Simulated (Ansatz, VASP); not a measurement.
Two plane-wave programs on ZnS

```
CELL_PARAMETERS angstrom
0.00000 2.70465 2.70465
2.90750 0.00000 2.70465
2.90750 2.70465 0.00000
ATOMIC_POSITIONS crystal
Zn 0.00000 0.00000 0.00000
S 0.75000 0.75000 0.75000
```

Change from the starting cell: strain +0.0750 x Voigt [1, 0, 0, 0, 0, 0], atoms carried along.

Alike in both runs: task single point; functional r2SCAN; k mesh 8 × 8 × 8; occupations gaussian, width 0.05 eV; no spin polarisation.

|  | VASP | Ansatz |
| --- | --- | --- |
| version | VASP 6.6.1 | Ansatz 0.2.0 |
| potentials or method | VASP PAW PBE potentials, release 64 (Zn, S), cutoff 520 eV | scalar-relativistic, plane waves, PAW |
| valence electrons in the cell | 18 | 18 |

|  | VASP | Ansatz | Ansatz less VASP |
| --- | --- | --- | --- |
| gap on the k mesh at the Fermi level (eV) | 2.21 | 2.21 | -0.005 |
| least direct gap on the mesh (eV) | 2.21 | 2.21 | -0.005 |
| pressure (GPa) | -5.5 | -5.6 | -0.04 |
| traceless stress, the component that is largest in VASP (GPa) | -2.45 | -2.45 | +0.007 |

VASP's potentials were made for PBE, not for r2SCAN.
